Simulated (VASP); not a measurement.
Input of a VASP 6.6.1 run:

File POSCAR:

```
Tc
1.0
   -1.5319446103      1.5319446103      1.5319446103
    1.5319446103     -1.5319446103      1.5319446103
    1.5319446103      1.5319446103     -1.5319446103
Tc
1
Direct
    0.0000000000      0.0000000000      0.0000000000
```

Contents of INCAR.step1:

```
SYSTEM = Tc
PREC = Accurate ; ENCUT = 520
ISMEAR = -1 ; SIGMA = 0.05
LREAL = .FALSE. ; LASPH = .TRUE.
NELM = 60 ; NBANDS = 12
GGA = PE ; ALGO = Normal
EDIFF = 1E-4 ; LWAVE = .TRUE.
LCHARG = .FALSE.
```

Contents of INCAR.step2:

```
SYSTEM = Tc
PREC = Accurate ; ENCUT = 520
EDIFF = 1E-7 ; ISMEAR = -1
SIGMA = 0.05 ; LREAL = .FALSE.
LASPH = .TRUE. ; NELM = 60
ALGO = Normal ; ISIF = 2
LWAVE = .FALSE. ; LCHARG = .TRUE.
METAGGA = R2SCAN ; LMIXTAU = .TRUE.
LELF = .TRUE. ; LVHAR = .TRUE.
NBANDS = 12 ; ISTART = 1
```

Contents of KPOINTS:

```
Automatic mesh
0
G
  9 9 9
  0 0 0
```

Potentials or basis: VASP PAW PBE potentials, release 64 (Tc_pv).

Run with:

```bash
$ cat potpaw_PBE.64/Tc_pv/POTCAR > POTCAR
$ cp INCAR.step1 INCAR
$ mpirun -np 1 vasp_std > vasp.out
$ cp INCAR.step2 INCAR
$ mpirun -np 1 vasp_std > vasp.out
```

Predict the band gap on the k mesh.

zero (an odd number of electrons rules out a gap without spin polarisation).

Estimate the pressure.

0.5 GPa.

Caveat: the PAW data sets were made with another functional, which shifts forces and pressure a little.
